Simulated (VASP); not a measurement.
# Cu (P6_3/mmc) in VASP: a series of runs

The runs below take Cu through relaxation of cell and atoms, single point, with PBEsol, r2SCAN.

Everything below comes from runs of VASP 6.6.1. Logs are shortened: lines on timing, memory, paths and dates and some standing lists are left out, and cuts for length are marked.

## (1) The cell of the first run

The structure is hexagonal, space group P6_3/mmc (No. 194). The conventional cell has a = 2.531 Å, b = 2.531 Å, c = 8.262 Å, α = 90.00°, β = 90.00°, γ = 120.00°. Within 3.3 Å of Cu (site symmetry -6m2) lie 12 Cu at 2.53 Å. Cu (site symmetry -3m) has 12 Cu at 2.53 Å within 3.3 Å.

This isn't the form of Cu at room conditions, which is fcc.

## (2) Relaxation of cell and atoms, PBEsol, target pressure 2 GPa, at which the enthalpy is minimised

Input file INCAR:

```
SYSTEM = Cu
ALGO = Normal
EDIFF = 1E-6
EDIFFG = -0.01
ENCUT = 600
GGA = PS
IBRION = 2
ISIF = 3
ISMEAR = -1
LASPH = .True.
LCHARG = .False.
LREAL = .False.
LWAVE = .False.
NELM = 60
NSW = 60
PREC = Accurate
PSTRESS = 20.0
SIGMA = 0.05
```

Input file KPOINTS:

```
k-points
0
Gamma
  12 12 4
  0 0 0
```

Input file POSCAR:

```
Cu
1.0
    2.5307640267      0.0000000000      0.0000000000
   -1.2653820134      2.1917059381      0.0000000000
    0.0000000000      0.0000000000      8.2618150800
Cu
4
Direct
    0.6666666667      0.3333333333      0.7500000000
    0.0000000000      0.0000000000      0.5000000000
    0.3333333333      0.6666666667      0.2500000000
    0.0000000000      0.0000000000      0.0000000000
```

Potentials or basis: VASP PAW PBE potentials, release 64 (Cu).

Command:

```sh
$ cat potpaw_PBE.64/Cu/POTCAR > POTCAR
$ mpirun -np 1 vasp_std > vasp.out
```

OUTCAR:

```text
SYSTEM = Cu
   EDIFF = 1E-6
   EDIFFG = -0.01
   ENCUT = 600
   GGA = PS
   IBRION = 2
   ISIF = 3
   ISMEAR = -1
   LASPH = .True.
   LREAL = .False.
   NELM = 60
   NSW = 60
   PREC = Accurate
   PSTRESS = 20.0

 ion  position               nearest neighbor table
   1  0.667  0.333  0.750-   2 2.53   4 2.53   2 2.53   4 2.53   2 2.53   4 2.53
   2  0.000  0.000  0.500-   1 2.53   3 2.53   1 2.53   3 2.53   1 2.53   3 2.53
   3  0.333  0.667  0.250-   2 2.53   4 2.53   2 2.53   4 2.53   2 2.53   4 2.53
   4  0.000  0.000  0.000-   1 2.53   3 2.53   1 2.53   3 2.53   1 2.53   3 2.53

  LATTYP: Found a hexagonal cell.
 ALAT       =     2.5307640267
 C/A-ratio  =     3.2645537051

  Lattice vectors:

 A1 = (   2.5307640267,   0.0000000000,   0.0000000000)
 A2 = (  -1.2653820134,   2.1917059381,   0.0000000000)
 A3 = (   0.0000000000,   0.0000000000,   8.2618150800)

Analysis of symmetry for initial positions (statically):
=====================================================================
 Subroutine PRICEL returns:
 Original cell was already a primitive cell.

 Routine SETGRP: Setting up the symmetry group for a
 hexagonal supercell.

 Subroutine GETGRP returns: Found 24 space group operations
 (whereof 12 operations were pure point group operations)
 out of a pool of 24 trial point group operations.

The static configuration has the point symmetry D_3d.
 The point group associated with its full space group is D_6h.

Analysis of symmetry for dynamics (positions and initial velocities):
=====================================================================
 Subroutine PRICEL returns:
 Original cell was already a primitive cell.

 Routine SETGRP: Setting up the symmetry group for a
 hexagonal supercell.

 Subroutine GETGRP returns: Found 24 space group operations
 (whereof 12 operations were pure point group operations)
 out of a pool of 24 trial point group operations.

The dynamic configuration has the point symmetry D_3d.
 The point group associated with its full space group is D_6h.

 Subroutine INISYM returns: Found 24 space group operations
 (whereof 12 operations are pure point group operations),
 and found     1 'primitive' translations

----------------------------------------------------------------------------------------

                                     Primitive cell

  volume of cell :      45.8257

  direct lattice vectors                    reciprocal lattice vectors
     2.530764027  0.000000000  0.000000000     0.395137591  0.228132794  0.000000000
    -1.265382013  2.191705938  0.000000000     0.000000000  0.456265589  0.000000000
     0.000000000  0.000000000  8.261815080     0.000000000  0.000000000  0.121038778

  length of vectors
     2.530764027  2.530764027  8.261815080     0.456265589  0.456265589  0.121038778

  position of ions in fractional coordinates (direct lattice)
     0.666666667  0.333333333  0.750000000
     0.000000000  0.000000000  0.500000000
     0.333333333  0.666666667  0.250000000
     0.000000000  0.000000000  0.000000000

  ion indices of the primitive-cell ions
   primitive index   ion index
                 1           1
                 2           2
                 3           3
                 4           4

----------------------------------------------------------------------------------------

 KPOINTS: k-points

Automatic generation of k-mesh.
 Grid dimensions read from file:
 generate k-points for:   12   12    4

 Generating k-lattice:

  Cartesian coordinates                     Fractional coordinates (reciprocal lattice)
     0.032928133  0.019011066  0.000000000     0.083333333  0.000000000  0.000000000
     0.000000000  0.038022132  0.000000000     0.000000000  0.083333333  0.000000000
     0.000000000  0.000000000  0.030259694     0.000000000  0.000000000  0.250000000

  Length of vectors
     0.038022132  0.038022132  0.030259694

  Shift w.r.t. Gamma in fractional coordinates (k-lattice)
     0.000000000  0.000000000  0.000000000

 Subroutine IBZKPT returns following result:
 ===========================================

 Found     57 irreducible k-points:

 Following reciprocal coordinates:
            Coordinates               Weight
  0.000000  0.000000  0.000000      1.000000
  0.083333 -0.000000  0.000000      6.000000
  0.166667 -0.000000  0.000000      6.000000
  0.250000 -0.000000  0.000000      6.000000
  0.333333  0.000000  0.000000      6.000000
  0.416667  0.000000  0.000000      6.000000
[... 16 lines left out ...]
  0.250000 -0.000000  0.250000     12.000000
  0.333333  0.000000  0.250000     12.000000
 [... further k-points ...]
   k-points           NKPTS =     57   k-points in BZ     NKDIM =     57   number of bands    NBANDS=     26
   number of dos      NEDOS =    301   number of ions     NIONS =      4
   total plane-waves  NPLWV =  28000
   dimension x,y,z NGX =    20 NGY =   20 NGZ =   70
   dimension x,y,z NGXF=    40 NGYF=   40 NGZF=  140
   ions per type =               4
   NGX,Y,Z   is equivalent  to a cutoff of  13.14, 13.14, 14.09 a.u.
   NGXF,Y,Z  is equivalent  to a cutoff of  26.28, 26.28, 28.17 a.u.
 SYSTEM =  Cu
   PREC   = accura    normal or accurate (medium, high low for compatibility)
   ISTART =      0    job   : 0-new  1-cont  2-samecut
   ICHARG =      2    charge: 1-file 2-atom 10-const
   ISPIN  =      1    spin polarized calculation?
   LNONCOLLINEAR =      F non collinear calculations
   LSORBIT =      F    spin-orbit coupling
   LASPH  =      T    aspherical Exc in radial PAW
   ENCUT  =  600.0 eV  44.10 Ry    6.64 a.u.   5.05  5.05 16.50*2*pi/ulx,y,z
   NELM   =     60;   NELMIN=  2; NELMDL= -5     # of ELM steps
   EDIFF  = 0.1E-05   stopping-criterion for ELM
   LREAL  =      F    real-space projection
   EDIFFG = -.1E-01   stopping-criterion for IOM
   NSW    =     60    number of steps for IOM
   IBRION =      2    ionic relax: 0-MD 1-quasi-New 2-CG
   NFREE  =      1    steps in history (QN), initial steepest desc. (CG)
   ISIF   =      3    stress and relaxation
   ISYM   =      2    0-nonsym 1-usesym 2-fastsym
   POTIM  = 0.5000    time-step for ionic-motion
   TEBEG  =    0.0;   TEEND  =   0.0 temperature during run
   PSTRESS=   20.0 pullay stress
   NELECT =      44.0000    total number of electrons
   NUPDOWN=      -1.0000    fix difference up-down
   EMIN   =  10.00;   EMAX   =-10.00  energy-range for DOS
   EFERMI =   0.00;   METHOD = LEGACY
   ISMEAR =    -1;   SIGMA  =   0.05  broadening in eV -4-tet -1-fermi 0-gaus
   EFERMI_NEDOS =   21; number of points for ismear=-14 and -15
   IALGO  =     38    algorithm
   IMIX   =      4    mixing-type and parameters
     AMIX     =   0.40;   BMIX     =  1.00
     AMIX_MAG =   1.60;   BMIX_MAG =  1.00
  volume/ion in A,a.u.               =      11.46        77.31
  Fermi-wavevector in a.u.,A,eV,Ry     =   1.615062  3.052025 35.489789  2.608426
  Thomas-Fermi vector in A             =   2.709870
   LORBIT       =      0    0 simple, 1 ext, 2 COOP (PROOUT), +10 PAW based schemes
   GGA     = PS    functional components
   LHFCALC =     F    Hartree Fock is set to
   AEXX    =    0.0000 exact exchange contribution
   IVDW    =     0    specifies the selected vdW correction
   LEPSILON=     F    determine dielectric tensor
   LRPA    =     F    only Hartree local field effects (RPA)
 conjugate gradient relaxation of ions
 non-spin polarized calculation
  energy-cutoff  :      600.00
  volume of cell :       45.83
 maximum number of plane-waves:      1551
   NGX = 11   NGY = 11   NGZ = 33

--------------------------------------- Ionic step        1  -------------------------------------------

 number of electron      44.0000004 magnetization

 Free energy of the ion-electron system (eV)
  ---------------------------------------------------
  ext. energy  EPLUGINS =         0.00000000
  ---------------------------------------------------
  free energy    TOTEN  =       -17.21025538 eV

  energy without entropy =      -17.19719922  energy(sigma->0) =      -17.20372730

------------------------ aborting loop because EDIFF is reached ----------------------------------------

  FORCE on cell =-STRESS in cart. coord.  units (eV):
  Direction    XX          YY          ZZ          XY          YZ          ZX
  --------------------------------------------------------------------------------------
  -------------------------------------------------------------------------------------
  Total       -0.2863464     -0.2863464     -0.4349082      0.0000000      0.0000000      0.0000000
  in kB      -10.0113566    -10.0113566    -15.2054327      0.0000000      0.0000000      0.0000000
  external PRESSURE =     -31.7427153 kB  Pullay stress =      20.0000000 kB

 VOLUME and BASIS-vectors are now :
 -----------------------------------------------------------------------------
  energy-cutoff  :      600.00
  volume of cell :       45.83
      direct lattice vectors                 reciprocal lattice vectors
     2.530764027  0.000000000  0.000000000     0.395137591  0.228132794  0.000000000
    -1.265382013  2.191705938  0.000000000     0.000000000  0.456265589  0.000000000
     0.000000000  0.000000000  8.261815080     0.000000000  0.000000000  0.121038778
[... 130 lines left out ...]
  FREE ENERGIE OF THE ION-ELECTRON SYSTEM (eV)
  ---------------------------------------------------
  free  energy   TOTEN  =       -17.2083257387 eV

  energy  without entropy=      -17.1953500698  energy(sigma->0) =      -17.20183790

  enthalpy is  TOTEN    =       -16.6467807818 eV   P V=        0.5615449569

--------------------------------------- Ionic step        5  -------------------------------------------

 number of electron      44.0000021 magnetization

 Free energy of the ion-electron system (eV)
  ---------------------------------------------------
  ext. energy  EPLUGINS =         0.00000000
  ---------------------------------------------------
  free energy    TOTEN  =       -17.20839511 eV

  energy without entropy =      -17.19548843  energy(sigma->0) =      -17.20194177

 E-fermi :   7.9280     XC(G=0): -13.1957

 val. band max:        7.9137867566   @ k =   0.1667   0.0833   0.5000
 cond. band min:       8.0189240250   @ k =   0.5000  -0.0000   0.5000
 fundamental gap:      0.1051372684
 Fermi energy:         7.9280496384

 k-point     1 :       0.0000    0.0000    0.0000
  band No.  band energies     occupation
      1      -1.7489      2.00000
      2       0.4429      2.00000
      3       0.4582      2.00000
      4       2.6476      2.00000
      5       4.5690      2.00000
      6       4.5701      2.00000
[... 18 lines left out ...]
     25      12.0450      0.00000
     26      20.9173      0.00000
[... 644 lines left out ...]
      4       3.4754      2.00000
      5       3.7392      2.00000
      6       3.8342      2.00000
[... 18 lines left out ...]
     25      14.7671      0.00000
     26      15.6716      0.00000

 [... further k-points ...]

------------------------ aborting loop because EDIFF is reached ----------------------------------------

  FORCE on cell =-STRESS in cart. coord.  units (eV):
  Direction    XX          YY          ZZ          XY          YZ          ZX
  --------------------------------------------------------------------------------------
  -------------------------------------------------------------------------------------
  Total        0.5635847      0.5635847      0.5216838     -0.0000000      0.0000000      0.0000000
  in kB       20.0720287     20.0720287     18.5797284     -0.0000000      0.0000000      0.0000000
  external PRESSURE =      -0.4254048 kB  Pullay stress =      20.0000000 kB

 VOLUME and BASIS-vectors are now :
 -----------------------------------------------------------------------------
  energy-cutoff  :      600.00
  volume of cell :       44.99
      direct lattice vectors                 reciprocal lattice vectors
     2.516957023 -0.000000000  0.000000000     0.397305155  0.229384238 -0.000000000
    -1.258478512  2.179748722  0.000000000     0.000000000  0.458768476 -0.000000000
    -0.000000000  0.000000000  8.199668746    -0.000000000 -0.000000000  0.121956146

 POSITION                                       TOTAL-FORCE (eV/Angst)
 -----------------------------------------------------------------------------------
      1.25848      0.72658      6.14975         0.000000     -0.000000      0.000000
     -1.25848      2.17975      4.09983        -0.000000     -0.000000     -0.000000
     -0.00000      1.45317      2.04992        -0.000000      0.000000     -0.000000
     -0.00000      0.00000      8.19967        -0.000000     -0.000000     -0.000000
 -----------------------------------------------------------------------------------
    total drift:                                0.000000     -0.000000      0.000000

  FREE ENERGIE OF THE ION-ELECTRON SYSTEM (eV)
  ---------------------------------------------------
  free  energy   TOTEN  =       -17.2083951108 eV

  energy  without entropy=      -17.1954884301  energy(sigma->0) =      -17.20194177

  enthalpy is  TOTEN    =       -16.6468327992 eV   P V=        0.5615623116

 reached required accuracy - stopping structural energy minimisation
```

Wall time 5.7 min (1 thread of Intel Xeon 8259CL, shared host); peak memory 0.21 GiB.

What came out:

- Free energy: -17.2084 eV
- Relaxed volume: 11.25 Å³/atom
- Relaxed cell: a = 2.517 Å, b = 2.517 Å, c = 8.200 Å, α = 90.00°, β = 90.00°, γ = 120.00°
- Space group after relaxing (to 0.1 Å): P6_3/mmc (No. 194)
- Energy change on relaxing (the run minimises the enthalpy): +0.5 meV/atom
- Ionic steps: 5
- Pressure after relaxing: 2.0 GPa
- Band gap on the k mesh: zero (bands 22 and 23 overlap by 5.25 eV)

Step by step:
```
step  energy change (eV)  largest force (eV/Å)  pressure (GPa)  volume (Å³)
   1              0.0000                0.0000           -1.17        45.83
   2              0.0149                0.0000            4.65        44.34
   3              0.0021                0.0000            2.06        44.97
   4              0.0019                0.0000            1.96        44.98
   5              0.0019                0.0000            1.96        44.99
```

Final structure:
```
CELL_PARAMETERS angstrom
2.51696 0.00000 0.00000
-1.25848 2.17975 0.00000
0.00000 0.00000 8.19967
ATOMIC_POSITIONS crystal
Cu 0.66667 0.33333 0.75000
Cu 0.00000 0.00000 0.50000
Cu 0.33333 0.66667 0.25000
Cu 0.00000 0.00000 0.00000
```

Levels at points of the mesh, in eV from the Fermi level:
```csv
k point,band 20,band 21,band 22,band 23,band 24,band 25
"(0.00, 0.00, 0.00)",-1.93,-1.93,-1.62,-1.62,-1.07,4.12
"(0.50, 0.00, 0.00)",-1.46,-0.65,0.40,1.07,1.65,4.90
"(0.00, 0.00, 0.50)",-2.24,-1.75,-1.75,-1.75,-1.75,7.29
"(0.50, 0.00, 0.50)",-1.48,0.09,0.09,1.45,1.45,5.39
```

Caveat: the cell is relaxed towards a set pressure, so the run minimises the enthalpy, not the energy; the PAW data sets were made with another functional, which shifts forces and pressure a little.

(Part 1 of 2 ends here.)

The gap in the log of VASP goes by the Fermi energy; the results here count the filled bands.